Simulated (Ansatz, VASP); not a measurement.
# Ir2Rh: VASP beside Ansatz

```
Ir Rh
1.0
     2.75843    0.00000    0.00000
    -1.37922    2.38887    0.00000
     0.00000    0.00000   13.13846
Ir Rh
4 2
Direct
  0.33333 0.66667 0.08250
  0.33333 0.66667 0.41750
  0.66667 0.33333 0.58250
  0.66667 0.33333 0.91750
  0.33333 0.66667 0.75000
  0.66667 0.33333 0.25000
```

Alike in both runs: task single point; functional PBE; k mesh 6 × 6 × 2; occupations gaussian, width 0.1 eV; collinear spin.

```csv
,VASP,Ansatz
version,VASP 6.6.1,Ansatz 0.2.0
potentials or method,"VASP PAW PBE potentials, release 64 (Ir, Rh_pv), cutoff 520 eV","scalar-relativistic, plane waves, PAW"
valence electrons in the cell,66,102
```

VASP gave:

* gap on the k mesh at the Fermi level (eV): none
* pressure (GPa): 0.3
* rms of the force components (eV/Å): 0.010
* net moment per atom (μB): 0.00

Problem. What did Ansatz give for the same quantities?

Solution. gap on the k mesh at the Fermi level (eV): none; pressure (GPa): -0.1; rms of the force components (eV/Å): 0.008; net moment per atom (μB): 0.00.

Atom by atom the forces differ by 0.018 eV/Å (rms over components). A gap of «none» marks a metal or a gap that the smearing closes. VASP's potentials hold 66 valence electrons a cell and Ansatz's 102, so a difference there can come from the potentials and not from the codes. Ansatz's warnings: seeded moment not kept.

The k mesh is coarse, so the values compare programs but aren't converged. Neither program's run includes spin-orbit coupling.
